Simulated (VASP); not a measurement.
# TiAl: single point with PBEsol

Crystal: TiAl.

```xyz
2
Lattice="3.1361 0.0000 0.0000 0.0000 3.1361 0.0000 0.0000 0.0000 3.1361" Properties=species:S:1:pos:R:3 pbc="T T T"
Ti    0.0000    0.0000    0.0000
Al    1.5680    1.5680    1.5680
```

This cell differs from its parent crystal: volume scaled by 0.96.

- Program: VASP 6.6.1
- Task: single point
- Functional: PBEsol
- Potentials or basis: VASP PAW PBE potentials, release 64 (Ti_sv, Al)
- Cutoff: 520 eV
- k mesh: 8 × 8 × 8
- Occupations: fermi-dirac, width 0.05 eV
- Spin: no spin polarisation
- Dipole correction: no
- Further INCAR settings: ALGO = Normal; EDIFF = 1e-06; NBANDS = 14

```
Pressure : 2.5 GPa
```

Levels at points of the mesh, in eV from the Fermi level:
```tsv
k point	band 5	band 6	band 7	band 8	band 9	band 10
(0.00, 0.00, 0.00)	-9.43	-1.53	-1.53	1.89	1.89	1.89
(0.50, 0.00, 0.00)	-6.06	-5.30	-0.59	0.15	0.15	2.11
(0.50, 0.50, 0.00)	-5.11	-2.09	-2.09	-1.52	0.72	0.72
(0.50, 0.50, 0.50)	-3.22	-3.22	-3.22	0.90	2.98	2.98
```

Run time: 4 s on 1 thread of Intel(R) Xeon(R) 6975P-C (Granite Rapids), with other jobs on the host, peak memory 0.14 GiB.

Caveat: the PAW data sets were made with another functional, which shifts forces and pressure a little.
